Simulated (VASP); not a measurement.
Set up this calculation in VASP 6.6.1, as the native input.

| Quantity | Value |
| --- | --- |
| Task | relaxation of cell and atoms |
| Functional | PBE |
| Potentials or basis | VASP PAW PBE potentials, release 64 (O) |
| Cutoff | 600 eV |
| k mesh | 14 × 14 × 14 |
| Occupations | fermi-dirac, width 0.05 eV |
| Spin | no spin polarisation |
| Target pressure | 26 GPa |
| Dipole correction | no |
| Further INCAR settings | ALGO = Normal; EDIFF = 1e-06; IBRION = 2; EDIFFG = -0.005; NSW = 32; ISIF = 3 |

The structure of O lies in POSCAR:

```
O
1.0
    0.0000000000      2.0906376885      2.0906376885
    2.0906376885      0.0000000000      2.0906376885
    2.0906376885      2.0906376885      0.0000000000
O
2
Direct
   -0.1250000000     -0.1250000000     -0.1250000000
    0.1250000000      0.1250000000      0.1250000000
```

One way to write it, as run:

INCAR

```
SYSTEM = O
PREC = Accurate ; ENCUT = 600
EDIFF = 1E-6 ; ISMEAR = -1
SIGMA = 0.05 ; LREAL = .FALSE.
LASPH = .TRUE. ; NELM = 80
ALGO = Normal ; ISIF = 3
LWAVE = .FALSE. ; LCHARG = .FALSE.
GGA = PE ; IBRION = 2
NSW = 32 ; EDIFFG = -0.005
PSTRESS = 260.0
```

KPOINTS

```
Automatic mesh
0
G
  14 14 14
  0 0 0
```

Potentials or basis: VASP PAW PBE potentials, release 64 (O).

The run is started by

```bash
$ cat potpaw_PBE.64/O/POTCAR > POTCAR
$ mpirun -np 1 vasp_std > vasp.out
```

It gave:

* Relaxed volume: 9.13 Å³/atom
* Relaxed cell: a = 2.955 Å, b = 2.955 Å, c = 2.955 Å, α = 60.00°, β = 60.00°, γ = 60.00°
* Space group after relaxing (to 0.1 Å): Fd-3m (No. 227)
* Energy change on relaxing (the run minimises the enthalpy): +1.8 meV/atom
* Ionic steps: 3
* Pressure after relaxing: 26.0 GPa
* Band gap on the k mesh: zero (bands 6 and 7 overlap by 1.33 eV)

Caveat: the cell is relaxed towards a set pressure, so the run minimises the enthalpy, not the energy.

Wall time 18 s on 1 thread of Intel(R) Xeon(R) Platinum 8488C (Sapphire Rapids) (shared host), peak memory 0.14 GiB.
